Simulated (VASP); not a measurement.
**AlIn: relaxation of cell and atoms with PBEsol-based screened hybrid with 25 % exact exchange**

The system is AlIn.

```
CELL_PARAMETERS angstrom
3.05413 0.00000 0.00000
-1.52707 2.64496 0.00000
0.00000 0.00000 5.82802
ATOMIC_POSITIONS crystal
Al 0.00000 0.00000 0.00000
In 0.00000 0.00000 0.50000
```

```
Program                            : VASP 6.6.1
Task                               : relaxation of cell and atoms
Functional                         : PBEsol-based screened hybrid with 25 % exact exchange
Potentials or basis                : VASP PAW PBE potentials, release 64 (Al, In_d)
Cutoff                             : 600 eV
k mesh                             : 5 × 5 × 3
Occupations                        : fermi-dirac, width 0.05 eV
Spin                               : no spin polarisation
Dipole correction                  : no
Grid for exact exchange (PRECFOCK) : Normal
Share of exact exchange            : 0.25
Further INCAR settings             : ALGO = Normal; EDIFF = 1e-06; IBRION = 2; EDIFFG = -0.01; NSW = 60; ISIF = 3
Screening parameter                : 0.207 1/Å
```

```json
{
 "Relaxed volume": "22.02 Å³/atom",
 "Relaxed cell": "a = 2.966 Å, b = 2.966 Å, c = 5.780 Å, α = 90.00°, β = 90.00°, γ = 120.00°",
 "Space group after relaxing (to 0.1 Å)": "P6/mmm (No. 191)",
 "Energy gained by relaxing": "23.5 meV/atom",
 "Ionic steps": "8",
 "Pressure after relaxing": "0.0 GPa",
 "Band gap on the k mesh": "zero (bands 8 and 9 overlap by 2.46 eV)"
}
```

Step by step:
| step | energy change (eV) | largest force (eV/Å) | pressure (GPa) | volume (Å³) |
| --- | --- | --- | --- | --- |
| 1 | 0.0000 | 0.0000 | -3.77 | 47.08 |
| 2 | -0.0409 | 0.0000 | 1.07 | 43.39 |
| 3 | -0.0463 | 0.0000 | -0.26 | 44.27 |
| 4 | -0.0463 | 0.0000 | -0.35 | 44.32 |
| 5 | -0.0468 | 0.0000 | 0.01 | 44.04 |
| 6 | -0.0469 | 0.0000 | -0.08 | 44.12 |
| 7 | -0.0469 | 0.0000 | -0.10 | 44.13 |
| 8 | -0.0469 | 0.0000 | 0.01 | 44.04 |

Final structure:
```cif
data_structure
_symmetry_space_group_name_H-M 'P 1'
_symmetry_Int_Tables_number 1
_cell_length_a 2.9663
_cell_length_b 2.9663
_cell_length_c 5.7799
_cell_angle_alpha 90.000
_cell_angle_beta 90.000
_cell_angle_gamma 120.000
_cell_volume 44.04
loop_
_atom_site_label
_atom_site_type_symbol
_atom_site_fract_x
_atom_site_fract_y
_atom_site_fract_z
_atom_site_occupancy
Al1 Al 0.00000 0.00000 0.00000 1
In1 In 0.00000 0.00000 0.50000 1
```

Levels at points of the mesh, in eV from the Fermi level:
| k point | band 6 | band 7 | band 8 | band 9 | band 10 | band 11 |
| --- | --- | --- | --- | --- | --- | --- |
| (0.00, 0.00, 0.00) | -11.18 | -6.52 | -4.71 | 8.32 | 10.24 | 12.27 |

Run time: 45 min on 1 thread of Intel(R) Xeon(R) Platinum 8488C (Sapphire Rapids) (shared host), peak memory 0.28 GiB.

Caveat: the k points lie up to 0.49 Å⁻¹ apart in the final cell, too coarse for converged energies and pressures of a metal; the PAW data sets were made with another functional, which shifts forces and pressure a little; spin-orbit coupling is left out, which moves the levels of the heavy elements.
